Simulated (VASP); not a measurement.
A run of VASP 6.6.1 is set up as follows.

The input INCAR:

```
SYSTEM = InSb
PREC     = Accurate       ! precision mode
ENCUT    = 520            ! plane-wave cutoff, eV
EDIFF    = 1E-6           ! SCF threshold, eV
ISMEAR   = -1             ! smearing method
SIGMA    = 0.1            ! smearing width, eV
LREAL    = Auto         
LASPH    = .TRUE.         ! aspherical terms in the spheres
NELM     = 60             ! most SCF steps
ALGO     = Normal         ! electronic algorithm
ISIF     = 2              ! what is computed and relaxed
LWAVE    = .FALSE.        ! write WAVECAR
LCHARG   = .FALSE.        ! write CHGCAR
GGA      = CA             ! functional
NBANDS   = 86             ! bands
```

Contents of KPOINTS:

```
regular mesh
0
G
  2 2 1
  0 0 0
```

Contents of POSCAR:

```
InSb
1.0
    9.1499620000      0.0000000000      0.0000000000
    4.5749810000      7.9240990000      0.0000000000
    0.0000000000      0.0000000000     17.6693200000
In Sb
8 8
Direct
    0.0000000000      0.0000000000      0.0565952736
    0.0000041616      0.4999937532      0.0565952736
    0.5000020765      0.0000000000      0.0565952736
    0.5000062382      0.4999937532      0.0565952736
    0.6574673909      0.6539039959      0.2721610113
    0.7173919084      0.1632993227      0.2806672809
    0.2324947544      0.5944903010      0.2691671213
    0.1921014063      0.1484332793      0.2831291753
    0.1746964072      0.1544781306      0.0936708374
    0.1614153348      0.6697417587      0.1030430147
    0.6729224505      0.1592105298      0.1032807148
    0.6440916897      0.6773766961      0.1132131853
    0.8420480118      0.8169635437      0.2931182411
    0.8600940101      0.3486074568      0.3316879201
    0.3260333705      0.8166606702      0.3250040183
    0.3961671439      0.2672985282      0.3243871298
```

Potentials or basis: VASP PAW LDA potentials, release 64 (In_d, Sb).

Run with:

```sh
$ cat potpaw_LDA.64/In_d/POTCAR potpaw_LDA.64/Sb/POTCAR > POTCAR
$ mpirun -np 1 vasp_std > vasp.out
```

(1) What does it give for the largest force?

(2) Predict the band gap on the k mesh.

Results:

(1) 1.268 eV/Å.

(2) 0.16 eV, direct.

Caveat: spin-orbit coupling is left out, which moves the levels of the heavy elements.
